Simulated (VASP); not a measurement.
# GaSb (I-4m2) in VASP: a series of runs

GaSb is run at these levels: PBEsol; tasks: single point.

Everything below comes from runs of VASP 6.6.1. Logs are shortened: lines on timing, memory, paths and dates and some standing lists are left out, and cuts for length are marked.

**1. The cell of the first run**

Symmetry: I-4m2, No. 119, tetragonal system. The conventional cell has a = 5.330 Å, b = 5.330 Å, c = 3.127 Å, α = 90.00°, β = 90.00°, γ = 90.00°. Ga (site symmetry -4m2) has 8 Sb at 2.78 to 3.55 Å and 2 Ga at 3.13 Å within 3.7 Å. Sb (site symmetry -4m2) has 8 Ga at 2.78 to 3.55 Å and 2 Sb at 3.13 Å within 3.7 Å.

**2. Single point, PBEsol (strained)**

INCAR

```
SYSTEM = GaSb
PREC = Accurate
ENCUT = 520
EDIFF = 1E-6
ISMEAR = 0
SIGMA = 0.1
LREAL = .FALSE.
LASPH = .TRUE.
NELM = 60
ALGO = Normal
ISIF = 2
LWAVE = .FALSE.
LCHARG = .FALSE.
GGA = PS
NBANDS = 16
```

KPOINTS

```
regular mesh
0
G
  16 16 16
  0 0 0
```

POSCAR

```
GaSb
1.0
   -2.6651313716      2.6651313716      1.5635536315
    2.6651313716     -2.6651313716      1.5635536315
    2.6651313716      2.6651313716     -1.5635536315
Ga Sb
1 1
Direct
    0.2500000000      0.7500000000      0.5000000000
    0.0000000000      0.0000000000      0.0000000000
```

Potentials or basis: VASP PAW PBE potentials, release 64 (Ga_d, Sb).

Command:

```console
> cat potpaw_PBE.64/Ga_d/POTCAR potpaw_PBE.64/Sb/POTCAR > POTCAR
> mpirun -np 1 vasp_std > vasp.out
```

OUTCAR:

```text
SYSTEM = GaSb
   PREC = Accurate
   ENCUT = 520
   EDIFF = 1E-6
   ISMEAR = 0
   LREAL = .FALSE.
   LASPH = .TRUE.
   NELM = 60
   ISIF = 2
   GGA = PS

 ion  position               nearest neighbor table
   1  0.250  0.750  0.500-   2 2.78   2 2.78   2 2.78   2 2.78
   2  0.000  0.000  0.000-   1 2.78   1 2.78   1 2.78   1 2.78

  LATTYP: Found a body centered tetragonal cell.
 ALAT       =     5.3302627432
 C/A-ratio  =     0.5866703789

  Lattice vectors:

 A1 = (  -2.6651313716,   2.6651313716,   1.5635536315)
 A2 = (   2.6651313716,  -2.6651313716,   1.5635536315)
 A3 = (   2.6651313716,   2.6651313716,  -1.5635536315)

Analysis of symmetry for initial positions (statically):
=====================================================================
 Subroutine PRICEL returns:
 Original cell was already a primitive cell.

 Routine SETGRP: Setting up the symmetry group for a
 body centered tetragonal supercell.

 Subroutine GETGRP returns: Found  8 space group operations
 (whereof  8 operations were pure point group operations)
 out of a pool of 16 trial point group operations.

The static configuration has the point symmetry D_2d.

Analysis of symmetry for dynamics (positions and initial velocities):
=====================================================================
 Subroutine PRICEL returns:
 Original cell was already a primitive cell.

 Routine SETGRP: Setting up the symmetry group for a
 body centered tetragonal supercell.

 Subroutine GETGRP returns: Found  8 space group operations
 (whereof  8 operations were pure point group operations)
 out of a pool of 16 trial point group operations.

The dynamic configuration has the point symmetry D_2d.

 Subroutine INISYM returns: Found  8 space group operations
 (whereof  8 operations are pure point group operations),
 and found     1 'primitive' translations

----------------------------------------------------------------------------------------

                                     Primitive cell

  volume of cell :      44.4232

  direct lattice vectors                    reciprocal lattice vectors
    -2.665131372  2.665131372  1.563553632     0.000000000  0.187608013  0.319784362
     2.665131372 -2.665131372  1.563553632     0.187608013  0.000000000  0.319784362
[... 76 lines left out ...]
   PREC   = accura    normal or accurate (medium, high low for compatibility)
   ISTART =      0    job   : 0-new  1-cont  2-samecut
   ICHARG =      2    charge: 1-file 2-atom 10-const
   ISPIN  =      1    spin polarized calculation?
   LNONCOLLINEAR =      F non collinear calculations
   LSORBIT =      F    spin-orbit coupling
   LASPH  =      T    aspherical Exc in radial PAW
   ENCUT  =  520.0 eV  38.22 Ry    6.18 a.u.   7.59  7.59  7.59*2*pi/ulx,y,z
   NELM   =     60;   NELMIN=  2; NELMDL= -5     # of ELM steps
   EDIFF  = 0.1E-05   stopping-criterion for ELM
   LREAL  =      F    real-space projection
   EDIFFG = 0.1E-04   stopping-criterion for IOM
   NSW    =      0    number of steps for IOM
   IBRION =     -1    ionic relax: 0-MD 1-quasi-New 2-CG
   NFREE  =      0    steps in history (QN), initial steepest desc. (CG)
   ISIF   =      2    stress and relaxation
   ISYM   =      2    0-nonsym 1-usesym 2-fastsym
   POTIM  = 0.5000    time-step for ionic-motion
   TEBEG  =    0.0;   TEEND  =   0.0 temperature during run
   PSTRESS=    0.0 pullay stress
   NELECT =      18.0000    total number of electrons
   NUPDOWN=      -1.0000    fix difference up-down
   EMIN   =  10.00;   EMAX   =-10.00  energy-range for DOS
   EFERMI =   0.00;   METHOD = LEGACY
   ISMEAR =     0;   SIGMA  =   0.10  broadening in eV -4-tet -1-fermi 0-gaus
   EFERMI_NEDOS =   21; number of points for ismear=-14 and -15
   IALGO  =     38    algorithm
   IMIX   =      4    mixing-type and parameters
     AMIX     =   0.40;   BMIX     =  1.00
     AMIX_MAG =   1.60;   BMIX_MAG =  1.00
  volume/ion in A,a.u.               =      22.21       149.89
  Fermi-wavevector in a.u.,A,eV,Ry     =   1.211423  2.289257 19.967157  1.467545
  Thomas-Fermi vector in A             =   2.346939
   LORBIT       =      0    0 simple, 1 ext, 2 COOP (PROOUT), +10 PAW based schemes
   GGA     = PS    functional components
   LHFCALC =     F    Hartree Fock is set to
   AEXX    =    0.0000 exact exchange contribution
   IVDW    =     0    specifies the selected vdW correction
   LEPSILON=     F    determine dielectric tensor
   LRPA    =     F    only Hartree local field effects (RPA)
 non-spin polarized calculation
 Gauss-broadening in eV      SIGMA  =   0.10
  energy-cutoff  :      520.00
  volume of cell :       44.42
 maximum number of plane-waves:      1212
   NGX = 15   NGY = 15   NGZ = 15

 number of electron      18.0000005 magnetization

 Free energy of the ion-electron system (eV)
  ---------------------------------------------------
  ext. energy  EPLUGINS =         0.00000000
  ---------------------------------------------------
  free energy    TOTEN  =        -7.87468594 eV

  energy without entropy =       -7.87115996  energy(sigma->0) =       -7.87292295

 E-fermi :   7.3766     XC(G=0): -10.7395

 val. band max:        7.3761593027   @ k =  -0.2500   0.5000   0.1250
 cond. band min:       7.3886618100   @ k =  -0.2500  -0.3750   0.0625
 fundamental gap:      0.0125025073
 Fermi energy:         7.3766274634

 k-point     1 :       0.0000    0.0000    0.0000
  band No.  band energies     occupation
      1      -7.6208      2.00000
      2      -7.5350      2.00000
      3      -7.5283      2.00000
      4      -7.4913      2.00000
      5      -7.4913      2.00000
      6      -5.2123      2.00000
[... 433 lines left out ...]
      3      -7.5277      2.00000
      4      -7.4914      2.00000
      5      -7.4907      2.00000
      6      -5.1744      2.00000
[... 8 lines left out ...]
     15      17.3293      0.00000
     16      18.4082      0.00000

 [... further k-points ...]
[... 5 lines left out ...]
  --------------------------------------------------------------------------------------
  -------------------------------------------------------------------------------------
  Total        0.7665490      0.7665490      0.1605933      0.0000000      0.0000000      0.0000000
  in kB       27.6465217     27.6465217      5.7919915      0.0000000      0.0000000      0.0000000
  external PRESSURE =      20.3616783 kB  Pullay stress =       0.0000000 kB

 VOLUME and BASIS-vectors are now :
 -----------------------------------------------------------------------------
  energy-cutoff  :      520.00
  volume of cell :       44.42
      direct lattice vectors                 reciprocal lattice vectors
    -2.665131372  2.665131372  1.563553632     0.000000000  0.187608013  0.319784362
     2.665131372 -2.665131372  1.563553632     0.187608013  0.000000000  0.319784362
     2.665131372  2.665131372 -1.563553632     0.187608013  0.187608013  0.000000000

 POSITION                                       TOTAL-FORCE (eV/Angst)
 -----------------------------------------------------------------------------------
      2.66513     -0.00000      0.78178         0.000000     -0.000000     -0.000000
      0.00000      0.00000      0.00000        -0.000000      0.000000      0.000000
 -----------------------------------------------------------------------------------
    total drift:                                0.000000     -0.000000      0.000000

  FREE ENERGIE OF THE ION-ELECTRON SYSTEM (eV)
  ---------------------------------------------------
  free  energy   TOTEN  =        -7.8746859446 eV

  energy  without entropy=       -7.8711599628  energy(sigma->0) =       -7.87292295
```

OSZICAR:

```text
N       E                     dE             d eps       ncg     rms          rms(c)
DAV:   1     0.829304488615E+02    0.82930E+02   -0.82434E+03 11192   0.152E+03
DAV:   2    -0.185202361007E+01   -0.84782E+02   -0.81860E+02 13320   0.320E+02
DAV:   3    -0.781830837829E+01   -0.59663E+01   -0.59371E+01 13384   0.632E+01
DAV:   4    -0.791843597967E+01   -0.10013E+00   -0.10011E+00 13720   0.910E+00
DAV:   5    -0.792072873921E+01   -0.22928E-02   -0.22927E-02 13928   0.125E+00    0.272E+00
DAV:   6    -0.788470630891E+01    0.36022E-01   -0.59047E-02 14744   0.452E+00    0.153E+00
DAV:   7    -0.787526342251E+01    0.94429E-02   -0.14286E-02 16616   0.153E+00    0.306E-01
DAV:   8    -0.787469858334E+01    0.56484E-03   -0.19139E-03 14976   0.592E-01    0.320E-02
DAV:   9    -0.787468660379E+01    0.11980E-04   -0.89827E-05 13264   0.771E-02    0.178E-02
DAV:  10    -0.787468594464E+01    0.65914E-06   -0.87472E-06 14656   0.277E-02
   1 F= -.78746859E+01 E0= -.78729230E+01  d E =-.352598E-02
```

Run time: 6.3 min. Hardware: 1 thread of Intel Xeon 8259CL, shared host; peak memory 0.38 GiB.

What came out:

```yaml
Free_energy: -7.8747 eV
Pressure: 2.0 GPa
Band_gap_on_the_k_mesh: zero (bands 9 and 10 overlap by 5.38 eV)
```

Caveat: the cell differs from its parent crystal (strained); the PAW data sets were made with another functional, which shifts forces and pressure a little; spin-orbit coupling is left out, which moves the levels of the heavy elements.

**3. Single point, PBEsol (strained)**

INCAR

```
ALGO = Normal ; EDIFF = 1E-6
ENCUT = 520 ; GGA = PS
ISIF = 2 ; ISMEAR = 0
LASPH = T ; LCHARG = T
LELF = T ; LREAL = F
LVHAR = T ; LWAVE = F
NBANDS = 16 ; NELM = 60
PREC = Accurate ; SIGMA = 0.1
```

KPOINTS

```
k-points
0
Gamma
  16 16 16
```

POSCAR

```
GaSb
1.0
   -2.7290661091      2.7290661091      1.5527686380
    2.7290661091     -2.7290661091      1.5527686380
    2.7290661091      2.7290661091     -1.5527686380
Ga Sb
1 1
Direct
    0.2500000000      0.7500000000      0.5000000000
    0.0000000000      0.0000000000      0.0000000000
```

Potentials or basis: VASP PAW PBE potentials, release 64 (Ga_d, Sb).

Command:

```console
> cat potpaw_PBE.64/Ga_d/POTCAR potpaw_PBE.64/Sb/POTCAR > POTCAR
> mpirun -np 1 vasp_std > vasp.out
```

Run time: 5.5 min. Hardware: 1 thread of Intel Xeon 8259CL, shared host; peak memory 0.39 GiB.

Results (log left out):

```yaml
Free_energy: -7.8880 eV
Pressure: -0.7 GPa
Band_gap_on_the_k_mesh: zero (bands 9 and 10 overlap by 4.84 eV)
```

Stress tensor (GPa, compression positive):
```
-0.80  0.00  0.00
 0.00 -0.80  0.00
 0.00  0.00 -0.64
```

Levels at points of the mesh, in eV from the Fermi level:
```
           k point  band 6  band 7  band 8  band 9  band 10  band 11  band 12  band 13
(0.00, 0.00, 0.00)  -12.27   -2.97   -2.02   -2.02     3.27     5.48     7.25     7.25
(0.50, 0.00, 0.00)   -8.30   -5.78   -2.49   -1.51    -1.24     2.34     3.35     5.25
(0.50, 0.50, 0.00)  -10.74   -8.30   -0.06    1.75     2.13     2.29     4.91     6.87
(0.50, 0.50, 0.50)   -9.50   -6.09   -5.23   -5.23     3.81     5.27    10.66    10.66
```

Caveat: the cell differs from its parent crystal (strained); the PAW data sets were made with another functional, which shifts forces and pressure a little; spin-orbit coupling is left out, which moves the levels of the heavy elements.

**4. Single point, PBEsol (strained)**

INCAR

```
SYSTEM = GaSb
ALGO = Normal ; EDIFF = 1E-7
ENCUT = 520 ; GGA = PS
ISIF = 2 ; ISMEAR = 0
LASPH = .True. ; LCHARG = .False.
LREAL = .False. ; LWAVE = .False.
NBANDS = 16 ; NELM = 100
PREC = Accurate ; SIGMA = 0.1
```

KPOINTS

```
k-points
0
Gamma
  16 16 16
  0 0 0
```

POSCAR

```
GaSb
1.0
   -2.7555816785      2.7555816785      1.5442265415
    2.7555816785     -2.7555816785      1.5442265415
    2.7555816785      2.7555816785     -1.5442265415
Ga Sb
1 1
Direct
    0.2500000000      0.7500000000      0.5000000000
    0.0000000000      0.0000000000      0.0000000000
```

Potentials or basis: VASP PAW PBE potentials, release 64 (Ga_d, Sb).

Command:

```console
> cat potpaw_PBE.64/Ga_d/POTCAR potpaw_PBE.64/Sb/POTCAR > POTCAR
> mpirun -np 1 vasp_std > vasp.out
```

OUTCAR:

```text
SYSTEM = GaSb
   EDIFF = 1E-7
   ENCUT = 520
   GGA = PS
   ISIF = 2
   ISMEAR = 0
   LASPH = .True.
   LREAL = .False.
   NELM = 100
   PREC = Accurate

 ion  position               nearest neighbor table
   1  0.250  0.750  0.500-   2 2.86   2 2.86   2 2.86   2 2.86
   2  0.000  0.000  0.000-   1 2.86   1 2.86   1 2.86   1 2.86

  LATTYP: Found a body centered tetragonal cell.
 ALAT       =     5.5111633570
 C/A-ratio  =     0.5603994806

  Lattice vectors:

 A1 = (  -2.7555816785,   2.7555816785,   1.5442265415)
[... 626 lines left out ...]
      4      -8.0516      2.00000
      5      -8.0512      2.00000
      6      -5.4146      2.00000
[... 8 lines left out ...]
     15      16.8584      0.00000
     16      17.4044      0.00000

 [... further k-points ...]
[... 5 lines left out ...]
  --------------------------------------------------------------------------------------
  -------------------------------------------------------------------------------------
  Total       -0.5309161     -0.5309161     -0.2089997      0.0000000      0.0000000      0.0000000
  in kB      -18.1358895    -18.1358895     -7.1393509      0.0000000      0.0000000      0.0000000
  external PRESSURE =     -14.4703767 kB  Pullay stress =       0.0000000 kB

 VOLUME and BASIS-vectors are now :
 -----------------------------------------------------------------------------
  energy-cutoff  :      520.00
  volume of cell :       46.90
      direct lattice vectors                 reciprocal lattice vectors
    -2.755581679  2.755581679  1.544226542     0.000000000  0.181449893  0.323786690
     2.755581679 -2.755581679  1.544226542     0.181449893  0.000000000  0.323786690
     2.755581679  2.755581679 -1.544226542     0.181449893  0.181449893  0.000000000

 POSITION                                       TOTAL-FORCE (eV/Angst)
 -----------------------------------------------------------------------------------
      2.75558      0.00000      0.77211         0.000000      0.000000     -0.000000
      0.00000      0.00000      0.00000        -0.000000     -0.000000      0.000000
 -----------------------------------------------------------------------------------
    total drift:                                0.000000     -0.000000      0.000000

  FREE ENERGIE OF THE ION-ELECTRON SYSTEM (eV)
  ---------------------------------------------------
  free  energy   TOTEN  =        -7.8819257535 eV

  energy  without entropy=       -7.8779628503  energy(sigma->0) =       -7.87994430
```

OSZICAR:

```text
N       E                     dE             d eps       ncg     rms          rms(c)
DAV:   1     0.826419467850E+02    0.82642E+02   -0.82347E+03 11176   0.149E+03
DAV:   2    -0.179158309911E+01   -0.84434E+02   -0.81527E+02 13328   0.319E+02
DAV:   3    -0.781643246141E+01   -0.60248E+01   -0.60037E+01 13400   0.634E+01
DAV:   4    -0.791838841027E+01   -0.10196E+00   -0.10194E+00 13848   0.908E+00
DAV:   5    -0.792066990551E+01   -0.22815E-02   -0.22815E-02 14064   0.124E+00    0.246E+00
DAV:   6    -0.788970710407E+01    0.30963E-01   -0.56461E-02 14656   0.413E+00    0.137E+00
DAV:   7    -0.788243807922E+01    0.72690E-02   -0.12466E-02 16952   0.136E+00    0.291E-01
DAV:   8    -0.788193523316E+01    0.50285E-03   -0.15278E-03 14944   0.513E-01    0.332E-02
DAV:   9    -0.788192623091E+01    0.90023E-05   -0.73146E-05 13072   0.711E-02    0.176E-02
DAV:  10    -0.788192617151E+01    0.59394E-07   -0.66287E-06 14992   0.228E-02    0.325E-03
DAV:  11    -0.788192591642E+01    0.25509E-06   -0.87801E-07 15256   0.108E-02    0.147E-03
DAV:  12    -0.788192577053E+01    0.14590E-06   -0.42859E-08  8896   0.153E-03    0.421E-04
DAV:  13    -0.788192575349E+01    0.17034E-07   -0.95906E-09  7336   0.967E-04
   1 F= -.78819258E+01 E0= -.78799443E+01  d E =-.396290E-02
```

stdout:

```text
POSCAR found type information on POSCAR GaSb
 POSCAR found :  2 types and       2 ions
 scaLAPACK will be used
 -----------------------------------------------------------------------------
|                                                                             |
|                                                                             |
|     You enforced a specific xc type in the INCAR file but a different       |
|     I HOPE YOU KNOW WHAT YOU ARE DOING!                                     |
|                                                                             |
 -----------------------------------------------------------------------------

 LDA part: xc-table for (Slater+PW92), standard interpolation
 POSCAR, INCAR and KPOINTS ok, starting setup
 FFT: planning ... GRIDC
 FFT: planning ... GRID_SOFT
 FFT: planning ... GRID
 WAVECAR not read
 entering main loop
```

Run time: 5.8 min. Hardware: 1 thread of Intel Xeon 8259CL, shared host; peak memory 0.4 GiB.

What came out:

```
Free energy            : -7.8819 eV
Pressure               : -1.4 GPa
Band gap on the k mesh : zero (bands 9 and 10 overlap by 4.70 eV)
```

Stress tensor (GPa, compression positive):
```
-1.81  0.00  0.00
 0.00 -1.81  0.00
 0.00  0.00 -0.71
```

Caveat: the cell differs from its parent crystal (strained); the PAW data sets were made with another functional, which shifts forces and pressure a little; spin-orbit coupling is left out, which moves the levels of the heavy elements.

**5. Summary**

| cell | gap on the mesh (eV) | pressure (GPa) |
| --- | --- | --- |
| a = 4.081 Å, angles 98.4, 98.4, 134.9°, 2 atoms | none | 2.0 |
| a = 4.160 Å, angles 98.0, 98.0, 136.2°, 2 atoms | none | -0.7 |
| a = 4.192 Å, angles 97.8, 97.8, 136.8°, 2 atoms | none | -1.4 |

Alike in all rows: task single point; level PBEsol; potentials or basis VASP PAW PBE potentials, release 64 (Ga_d, Sb); no spin polarisation; k mesh 16 × 16 × 16; cutoff (eV) 520; smearing gaussian 0.1 eV.

Caveats: the PAW data sets were made with another functional, which shifts forces and pressure a little; spin-orbit coupling is left out, which moves the levels of the heavy elements.

Total energies depend on the potentials used, so only differences within one code and one set of settings carry meaning.
